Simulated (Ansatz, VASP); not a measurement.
# One calculation of Tl, two programs

Contents of INCAR:

```
SYSTEM = Tl
PREC     = Accurate       ! precision mode
ENCUT    = 520            ! plane-wave cutoff, eV
EDIFF    = 1E-6           ! SCF threshold, eV
ISMEAR   = 0              ! smearing method
SIGMA    = 0.05           ! smearing width, eV
LREAL    = .False.        ! projectors in reciprocal space
LASPH    = .True.         ! aspherical terms in the spheres
NELM     = 150            ! most SCF steps
ALGO     = Normal         ! electronic algorithm
ISIF     = 2              ! what is computed and relaxed
LWAVE    = .False.        ! write WAVECAR
LCHARG   = .True.         ! write CHGCAR
MAGMOM   = 0 0 0          ! initial moments
LORBIT   = 11             ! projections on sites
LSORBIT  = .True.         ! spin-orbit coupling
GGA_COMPAT= .False.      
LORBMOM  = .True.       
GGA      = PE             ! functional
LVHAR    = .True.       
NBANDS   = 24             ! bands
```

Contents of KPOINTS:

```
Automatic mesh
0
Gamma
  14 14 14
  0 0 0
```

POSCAR

```
Tl
1.0
   -1.9749135904      1.9749135904      1.9749135904
    1.9749135904     -1.9749135904      1.9749135904
    1.9749135904      1.9749135904     -1.9749135904
Tl
1
Direct
    0.0000000000      0.0000000000      0.0000000000
```

Input for Ansatz:

```yaml
crystal:
  lattice:
    - [-1.9749135904, 1.9749135904, 1.9749135904]
    - [1.9749135904, -1.9749135904, 1.9749135904]
    - [1.9749135904, 1.9749135904, -1.9749135904]
  atoms:
    - { symbol: Tl, position: [0.0, 0.0, 0.0] }
basis:
  ecutwfc: 420
  ecutrho_ratio: 4
kpoints:
  mp_grid: { grid: [14, 14, 14] }
  band_path:
    path:
      - [[0.0, 0.0, 0.0], [0.5, -0.5, 0.5], [0.0, 0.0, 0.5], [0.0, 0.0, 0.0], [0.25, 0.25, 0.25], [0.5, -0.5, 0.5]]
      - [[0.25, 0.25, 0.25], [0.0, 0.0, 0.5]]
    npoints: 10
hamiltonian:
  xc: pbe
scf:
  occupations: { method: gaussian, width: 0.05 }
output:
  forces: true
  stress: true
  eigenvalues: true
  populations: true
  dos: { projected: true, de: 0.02, nscf_kmesh: { grid: [21, 21, 21] } }
  bader: true
magnetization:
  noncollinear: true
  spin_orbit: true
checkpoint:
  read: start.run
  write: ck
  compress: false
  write_wavefunctions: false
  write_every: 100000
```

Alike in both runs: task single point; functional PBE; k mesh 14 × 14 × 14; occupations gaussian, width 0.05 eV; non-collinear spin, spin-orbit coupling.

|  | VASP | Ansatz |
| --- | --- | --- |
| version | VASP 6.6.1 | Ansatz 0.2.0 |
| potentials or method | VASP PAW PBE potentials, release 64 (Tl_d), cutoff 520 eV | plane waves, PAW |
| valence electrons in the cell | 13 | 13 |

|  | VASP | Ansatz | Ansatz less VASP |
| --- | --- | --- | --- |
| pressure (GPa) | 0.1 | 0.0 | -0.10 |
| net moment per atom (μB) | 0.00 | 0.00 | 0.000 |
